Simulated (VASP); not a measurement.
# ScF3 in VASP: a series of runs

The runs below take ScF3 through single point, with LDA.

Everything below comes from runs of VASP 6.6.1. Logs are shortened: lines on timing, memory, paths and dates and some standing lists are left out, and cuts for length are marked.

## 1. The cell of the first run

Symmetry: Pm-3m, No. 221, cubic system. The conventional cell has a = 4.039 Å, b = 4.039 Å, c = 4.039 Å, α = 90.00°, β = 90.00°, γ = 90.00°. Within 2.7 Å of Sc (site symmetry m-3m) lie 6 F at 2.02 Å. F (site symmetry 4/mmm) has 2 Sc at 2.02 Å within 2.7 Å.

## 2. Single point, LDA (volume scaled by 1.02)

The input, INCAR:

```
SYSTEM = ScF3
PREC = Accurate
ENCUT = 520
EDIFF = 1E-6
ISMEAR = -1
SIGMA = 0.02
LREAL = .FALSE.
LASPH = .TRUE.
NELM = 60
ALGO = Normal
ISIF = 2
LWAVE = .FALSE.
LCHARG = .FALSE.
GGA = CA
NBANDS = 24
```

The input, KPOINTS:

```
regular mesh
0
G
  6 6 6
  0 0 0
```

The input, POSCAR:

```
ScF3
1.0
    4.0390232910      0.0000000000      0.0000000000
    0.0000000000      4.0390232910      0.0000000000
    0.0000000000      0.0000000000      4.0390232910
Sc F
1 3
Direct
    0.0000000000      0.0000000000      0.0000000000
    0.5000000000      0.0000000000      0.0000000000
    0.0000000000      0.5000000000      0.0000000000
    0.0000000000      0.0000000000      0.5000000000
```

Potentials or basis: VASP PAW LDA potentials, release 64 (Sc_sv, F).

On the command line:

```sh
$ cat potpaw_LDA.64/Sc_sv/POTCAR potpaw_LDA.64/F/POTCAR > POTCAR
$ mpirun -np 1 vasp_std > vasp.out
```

OUTCAR:

```text
SYSTEM = ScF3
   PREC = Accurate
   ENCUT = 520
   EDIFF = 1E-6
   ISMEAR = -1
   LREAL = .FALSE.
   LASPH = .TRUE.
   NELM = 60
   ISIF = 2
   GGA = CA

 ion  position               nearest neighbor table
   1  0.000  0.000  0.000-   2 2.02   3 2.02   4 2.02   4 2.02   3 2.02   2 2.02
   2  0.500  0.000  0.000-   1 2.02   1 2.02
   3  0.000  0.500  0.000-   1 2.02   1 2.02
   4  0.000  0.000  0.500-   1 2.02   1 2.02

  LATTYP: Found a simple cubic cell.
 ALAT       =     4.0390232910

  Lattice vectors:

 A1 = (   4.0390232910,   0.0000000000,   0.0000000000)
 A2 = (   0.0000000000,   4.0390232910,   0.0000000000)
 A3 = (   0.0000000000,   0.0000000000,   4.0390232910)

Analysis of symmetry for initial positions (statically):
=====================================================================
 Subroutine PRICEL returns:
 Original cell was already a primitive cell.

 Routine SETGRP: Setting up the symmetry group for a
 simple cubic supercell.

 Subroutine GETGRP returns: Found 48 space group operations
 (whereof 48 operations were pure point group operations)
 out of a pool of 48 trial point group operations.

The static configuration has the point symmetry O_h .

Analysis of symmetry for dynamics (positions and initial velocities):
=====================================================================
 Subroutine PRICEL returns:
 Original cell was already a primitive cell.

 Routine SETGRP: Setting up the symmetry group for a
 simple cubic supercell.

 Subroutine GETGRP returns: Found 48 space group operations
 (whereof 48 operations were pure point group operations)
 out of a pool of 48 trial point group operations.

The dynamic configuration has the point symmetry O_h .

 Subroutine INISYM returns: Found 48 space group operations
 (whereof 48 operations are pure point group operations),
 and found     1 'primitive' translations

----------------------------------------------------------------------------------------

                                     Primitive cell

  volume of cell :      65.8915

  direct lattice vectors                    reciprocal lattice vectors
     4.039023291  0.000000000  0.000000000     0.247584608  0.000000000  0.000000000
     0.000000000  4.039023291  0.000000000     0.000000000  0.247584608  0.000000000
     0.000000000  0.000000000  4.039023291     0.000000000  0.000000000  0.247584608

  length of vectors
     4.039023291  4.039023291  4.039023291     0.247584608  0.247584608  0.247584608

  position of ions in fractional coordinates (direct lattice)
     0.000000000  0.000000000  0.000000000
     0.500000000  0.000000000  0.000000000
     0.000000000  0.500000000  0.000000000
     0.000000000  0.000000000  0.500000000

  ion indices of the primitive-cell ions
   primitive index   ion index
                 1           1
                 2           2
                 3           3
                 4           4

----------------------------------------------------------------------------------------

 KPOINTS: regular mesh

Automatic generation of k-mesh.
 Grid dimensions read from file:
 generate k-points for:    6    6    6

 Generating k-lattice:

  Cartesian coordinates                     Fractional coordinates (reciprocal lattice)
     0.041264101  0.000000000  0.000000000     0.166666667  0.000000000  0.000000000
     0.000000000  0.041264101  0.000000000     0.000000000  0.166666667  0.000000000
     0.000000000  0.000000000  0.041264101     0.000000000  0.000000000  0.166666667

  Length of vectors
     0.041264101  0.041264101  0.041264101

  Shift w.r.t. Gamma in fractional coordinates (k-lattice)
     0.000000000  0.000000000  0.000000000

 Subroutine IBZKPT returns following result:
 ===========================================

 Found     20 irreducible k-points:

 Following reciprocal coordinates:
            Coordinates               Weight
  0.000000  0.000000  0.000000      1.000000
  0.166667  0.000000  0.000000      6.000000
  0.333333  0.000000  0.000000      6.000000
  0.500000  0.000000  0.000000      3.000000
  0.166667  0.166667  0.000000     12.000000
  0.333333  0.166667  0.000000     24.000000
[... 12 lines left out ...]
  0.500000  0.500000  0.333333      6.000000
  0.500000  0.500000  0.500000      1.000000
   k-points           NKPTS =     20   k-points in BZ     NKDIM =     20   number of bands    NBANDS=     24
   number of dos      NEDOS =    301   number of ions     NIONS =      4
   total plane-waves  NPLWV =  27000
   dimension x,y,z NGX =    30 NGY =   30 NGZ =   30
   dimension x,y,z NGXF=    60 NGYF=   60 NGZF=   60
   ions per type =               1   3
   NGX,Y,Z   is equivalent  to a cutoff of  12.35, 12.35, 12.35 a.u.
   NGXF,Y,Z  is equivalent  to a cutoff of  24.70, 24.70, 24.70 a.u.
 SYSTEM =  ScF3
   PREC   = accura    normal or accurate (medium, high low for compatibility)
   ISTART =      0    job   : 0-new  1-cont  2-samecut
   ICHARG =      2    charge: 1-file 2-atom 10-const
   ISPIN  =      1    spin polarized calculation?
   LNONCOLLINEAR =      F non collinear calculations
   LSORBIT =      F    spin-orbit coupling
   LASPH  =      T    aspherical Exc in radial PAW
   ENCUT  =  520.0 eV  38.22 Ry    6.18 a.u.   7.51  7.51  7.51*2*pi/ulx,y,z
   NELM   =     60;   NELMIN=  2; NELMDL= -5     # of ELM steps
   EDIFF  = 0.1E-05   stopping-criterion for ELM
   LREAL  =      F    real-space projection
   EDIFFG = 0.1E-04   stopping-criterion for IOM
   NSW    =      0    number of steps for IOM
   IBRION =     -1    ionic relax: 0-MD 1-quasi-New 2-CG
   NFREE  =      0    steps in history (QN), initial steepest desc. (CG)
   ISIF   =      2    stress and relaxation
   ISYM   =      2    0-nonsym 1-usesym 2-fastsym
   POTIM  = 0.5000    time-step for ionic-motion
   TEBEG  =    0.0;   TEEND  =   0.0 temperature during run
   PSTRESS=    0.0 pullay stress
   NELECT =      32.0000    total number of electrons
   NUPDOWN=      -1.0000    fix difference up-down
   EMIN   =  10.00;   EMAX   =-10.00  energy-range for DOS
   EFERMI =   0.00;   METHOD = LEGACY
   ISMEAR =    -1;   SIGMA  =   0.02  broadening in eV -4-tet -1-fermi 0-gaus
   EFERMI_NEDOS =   21; number of points for ismear=-14 and -15
   IALGO  =     38    algorithm
   IMIX   =      4    mixing-type and parameters
     AMIX     =   0.40;   BMIX     =  1.00
     AMIX_MAG =   1.60;   BMIX_MAG =  1.00
  volume/ion in A,a.u.               =      16.47       111.16
  Fermi-wavevector in a.u.,A,eV,Ry     =   1.286812  2.431722 22.529688  1.655885
  Thomas-Fermi vector in A             =   2.418864
   LORBIT       =      0    0 simple, 1 ext, 2 COOP (PROOUT), +10 PAW based schemes
   GGA     = CA    functional components
   LHFCALC =     F    Hartree Fock is set to
   AEXX    =    0.0000 exact exchange contribution
   IVDW    =     0    specifies the selected vdW correction
   LEPSILON=     F    determine dielectric tensor
   LRPA    =     F    only Hartree local field effects (RPA)
 non-spin polarized calculation
  energy-cutoff  :      520.00
  volume of cell :       65.89
 maximum number of plane-waves:      1800
   NGX = 15   NGY = 15   NGZ = 15

 number of electron      31.9999958 magnetization

 Free energy of the ion-electron system (eV)
  ---------------------------------------------------
  ext. energy  EPLUGINS =         0.00000000
  ---------------------------------------------------
  free energy    TOTEN  =       -29.55572636 eV

  energy without entropy =      -29.55572636  energy(sigma->0) =      -29.55572636

 E-fermi :  -3.5032     XC(G=0):  -8.7850

 val. band max:       -3.9487152318   @ k =   0.5000   0.5000   0.5000
 cond. band min:       2.1356403325   @ k =   0.0000   0.0000   0.0000
 fundamental gap:      6.0843555643
 Fermi energy:        -3.5032246971

 k-point     1 :       0.0000    0.0000    0.0000
  band No.  band energies     occupation
      1     -49.3617      2.00000
      2     -28.3815      2.00000
      3     -28.3815      2.00000
      4     -28.3815      2.00000
      5     -23.5713      2.00000
      6     -23.2909      2.00000
[... 16 lines left out ...]
     23      11.8216      0.00000
     24      11.8216      0.00000

 k-point     2 :       0.1667    0.0000    0.0000
  band No.  band energies     occupation
      1     -49.3605      2.00000
      2     -28.4885      2.00000
      3     -28.3805      2.00000
      4     -28.3805      2.00000
      5     -23.5142      2.00000
      6     -23.2900      2.00000
[... 16 lines left out ...]
     23      10.2646      0.00000
     24      12.0813      0.00000

 k-point     3 :       0.3333    0.0000    0.0000
  band No.  band energies     occupation
      1     -49.3582      2.00000
      2     -28.6835      2.00000
      3     -28.3784      2.00000
      4     -28.3784      2.00000
      5     -23.4792      2.00000
      6     -23.2869      2.00000
[... 16 lines left out ...]
     23       8.4827      0.00000
     24      12.6729      0.00000

 k-point     4 :       0.5000    0.0000    0.0000
  band No.  band energies     occupation
      1     -49.3570      2.00000
      2     -28.7733      2.00000
      3     -28.3773      2.00000
      4     -28.3773      2.00000
      5     -23.4718      2.00000
      6     -23.2856      2.00000
[... 16 lines left out ...]
     23       7.4067      0.00000
     24      13.0202      0.00000

 k-point     5 :       0.1667    0.1667    0.0000
  band No.  band energies     occupation
      1     -49.3593      2.00000
      2     -28.4884      2.00000
      3     -28.4863      2.00000
      4     -28.3794      2.00000
      5     -23.4455      2.00000
      6     -23.1765      2.00000
[... 16 lines left out ...]
     23      10.3326      0.00000
     24      10.6706      0.00000

 k-point     6 :       0.3333    0.1667    0.0000
  band No.  band energies     occupation
      1     -49.3570      2.00000
      2     -28.6822      2.00000
      3     -28.4851      2.00000
      4     -28.3774      2.00000
      5     -23.4111      2.00000
      6     -23.1413      2.00000
[... 16 lines left out ...]
     23       8.6889      0.00000
     24      11.1342      0.00000
[... 271 lines left out ...]
 k-point    17 :       0.3333    0.3333    0.3333
  band No.  band energies     occupation
      1     -49.3513      2.00000
      2     -28.6778      2.00000
      3     -28.6751      2.00000
      4     -28.6751      2.00000
      5     -22.7952      2.00000
      6     -22.7230      2.00000
[... 16 lines left out ...]
     23       9.5030      0.00000
     24      10.1019      0.00000

 k-point    18 :       0.5000    0.3333    0.3333
  band No.  band energies     occupation
      1     -49.3501      2.00000
      2     -28.7655      2.00000
      3     -28.6756      2.00000
      4     -28.6739      2.00000
      5     -22.7696      2.00000
      6     -22.7220      2.00000
[... 16 lines left out ...]
     23       8.9529      0.00000
     24       9.8427      0.00000

 k-point    19 :       0.5000    0.5000    0.3333
  band No.  band energies     occupation
      1     -49.3490      2.00000
      2     -28.7642      2.00000
      3     -28.7642      2.00000
      4     -28.6735      2.00000
      5     -22.7446      2.00000
      6     -22.5401      2.00000
[... 16 lines left out ...]
     23       9.5971      0.00000
     24       9.5971      0.00000

 k-point    20 :       0.5000    0.5000    0.5000
  band No.  band energies     occupation
      1     -49.3478      2.00000
      2     -28.7628      2.00000
      3     -28.7628      2.00000
      4     -28.7628      2.00000
      5     -22.5384      2.00000
      6     -22.5384      2.00000
[... 16 lines left out ...]
     23      10.7963      0.00000
     24      10.7963      0.00000

------------------------ aborting loop because EDIFF is reached ----------------------------------------

  FORCE on cell =-STRESS in cart. coord.  units (eV):
  Direction    XX          YY          ZZ          XY          YZ          ZX
  --------------------------------------------------------------------------------------
  -------------------------------------------------------------------------------------
  Total       -1.7041471     -1.7041471     -1.7041471     -0.0000000     -0.0000000      0.0000000
  in kB      -41.4370263    -41.4370263    -41.4370263     -0.0000000     -0.0000000      0.0000000
  external PRESSURE =     -41.4370263 kB  Pullay stress =       0.0000000 kB

 VOLUME and BASIS-vectors are now :
 -----------------------------------------------------------------------------
  energy-cutoff  :      520.00
  volume of cell :       65.89
      direct lattice vectors                 reciprocal lattice vectors
     4.039023291  0.000000000  0.000000000     0.247584608  0.000000000  0.000000000
     0.000000000  4.039023291  0.000000000     0.000000000  0.247584608  0.000000000
     0.000000000  0.000000000  4.039023291     0.000000000  0.000000000  0.247584608

 POSITION                                       TOTAL-FORCE (eV/Angst)
 -----------------------------------------------------------------------------------
      0.00000      0.00000      0.00000         0.000000      0.000000      0.000000
      2.01951      0.00000      0.00000         0.000000      0.000000      0.000000
      0.00000      2.01951      0.00000         0.000000      0.000000      0.000000
      0.00000      0.00000      2.01951         0.000000      0.000000      0.000000
 -----------------------------------------------------------------------------------
    total drift:                                0.000000      0.000000      0.000000

  FREE ENERGIE OF THE ION-ELECTRON SYSTEM (eV)
  ---------------------------------------------------
  free  energy   TOTEN  =       -29.5557263607 eV

  energy  without entropy=      -29.5557263607  energy(sigma->0) =      -29.55572636
```

It took 17 s on 1 thread of AMD EPYC 7R13 (Zen 3), shared host; peak memory 0.13 GiB.

What came out:

```yaml
Free_energy: -29.5557 eV
Pressure: -4.1 GPa
Band_gap_on_the_k_mesh: 6.08 eV, indirect (least direct gap 6.61 eV)
```

 A k mesh can miss the band edges.

[end of part 1 of 2]
